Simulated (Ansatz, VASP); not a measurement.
One calculation of In, two programs

```
In
1.0
     3.26739    0.00000    0.00000
    -1.63370    2.82965    0.00000
     0.00000    0.00000    5.39668
In
2
Direct
  0.66667 0.33333 0.75000
  0.33333 0.66667 0.25000
```

Change from the starting cell: volume scaled by 0.94.

Alike in both runs: task single point; functional LDA; k mesh 9 × 9 × 5; occupations fermi-dirac, width 0.05 eV; no spin polarisation.

```csv
,VASP,Ansatz
version,VASP 6.6.1,Ansatz 0.2.0
potentials or method,"VASP PAW LDA potentials, release 64 (In_d), cutoff 520 eV","all-electron LAPW, scalar-relativistic"
```

```tsv
	VASP	Ansatz	Ansatz less VASP
gap on the k mesh at the Fermi level (eV)	none	none	-
pressure (GPa)	-0.6	-0.5	+0.09
traceless stress, the component that is largest in VASP (GPa)	-0.47	-0.41	+0.051
```

LDA's correlation is that of Perdew and Zunger in VASP and of Perdew and Wang (1992) in Ansatz. A gap of «none» marks a metal or a gap that the smearing closes. Ansatz ran all-electron here, and VASP with PAW potentials.
